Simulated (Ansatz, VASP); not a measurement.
# BaTe in VASP and in Ansatz

File INCAR:

```
SYSTEM = BaTe
  PREC = Accurate
  ENCUT = 520
  EDIFF = 1E-6
  ISMEAR = 0
  SIGMA = 0.01
  LREAL = .FALSE.
  LASPH = .TRUE.
  NELM = 60
  ALGO = Normal
  ISIF = 2
  LWAVE = .FALSE.
  LCHARG = .FALSE.
  GGA = PE
  NBANDS = 15
```

KPOINTS

```
Automatic mesh
0
G
  6 6 6
  0 0 0
```

File POSCAR:

```
BaTe
1.0
    0.0000000000      3.8342554644      3.8342554644
    3.8342554644      0.0000000000      3.8342554644
    3.8342554644      3.8342554644      0.0000000000
Ba Te
1 1
Direct
    0.0000000000      0.0000000000      0.0000000000
    0.2500000000      0.2500000000      0.2500000000
```

Input for Ansatz:

```yaml
crystal:
  lattice:
    - [0.0, 3.8342554644, 3.8342554644]
    - [3.8342554644, 0.0, 3.8342554644]
    - [3.8342554644, 3.8342554644, 0.0]
  atoms:
    - { symbol: Ba, position: [0.0, 0.0, 0.0] }
    - { symbol: Te, position: [0.25, 0.25, 0.25] }
kpoints:
  mp_grid: { grid: [6, 6, 6] }
hamiltonian:
  xc: pbe
scf:
  occupations: { method: fixed }
  n_extra_bands: 4
output:
  forces: true
  stress: true
  eigenvalues: true
```

Alike in both runs: task single point; functional PBE; k mesh 6 × 6 × 6; no spin polarisation.

|  | VASP | Ansatz |
| --- | --- | --- |
| version | VASP 6.6.1 | Ansatz 0.2.0 |
| potentials or method | VASP PAW PBE potentials, release 64 (Ba_sv, Te) | plane waves, PAW |
| plane-wave cutoff (eV) | 520 | 420 |
| occupations | gaussian, width 0.01 eV | fixed |
| valence electrons in the cell | 16 | 26 |

Ansatz gave:

| Property | Result |
| --- | --- |
| gap on the k mesh at the Fermi level (eV) | 2.64 |
| pressure (GPa) | 1.3 |

What did VASP give for the same quantities?

gap on the k mesh at the Fermi level (eV): 2.66; pressure (GPa): 1.6.

VASP's potentials hold 16 valence electrons a cell and Ansatz's 26, so a difference there can come from the potentials and not from the codes.

Neither program's run includes spin-orbit coupling.
